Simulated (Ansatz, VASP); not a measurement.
**One calculation of YTiGeAs3, two programs**

```
CELL_PARAMETERS angstrom
3.38186 1.95252 3.35437
-3.38186 1.95252 3.35437
0.00000 -3.90504 3.35437
ATOMIC_POSITIONS crystal
Y 0.66257 0.66257 0.66257
Ti 0.02197 0.02197 0.02197
Ge 0.35396 0.35396 0.35396
As 0.93145 0.14386 0.53774
As 0.53774 0.93145 0.14386
As 0.14386 0.53774 0.93145
```

Alike in both runs: functional PBE; k mesh 6 × 6 × 6; occupations gaussian, width 0.1 eV; no spin polarisation.

Ansatz relaxed the structure, and its values are those at the end. VASP's run is a single point on that final structure, the one shown.

|  | VASP | Ansatz |
| --- | --- | --- |
| version | VASP 6.6.1 | Ansatz 0.2.0 |
| potentials or method | VASP PAW PBE potentials, release 64 (Y_sv, Ti_sv, Ge_d, As), cutoff 520 eV | scalar-relativistic, plane waves, PAW |
| valence electrons in the cell | 52 | 82 |

```tsv
	VASP	Ansatz	Ansatz less VASP
gap on the k mesh at the Fermi level (eV)	none	none	-
pressure (GPa)	0.2	0.0	-0.15
rms of the force components (eV/Å)	0.007	0.001	-0.0062
```

A gap of «none» marks a metal or a gap that the smearing closes. VASP's potentials hold 52 valence electrons a cell and Ansatz's 82, so a difference there can come from the potentials and not from the codes.
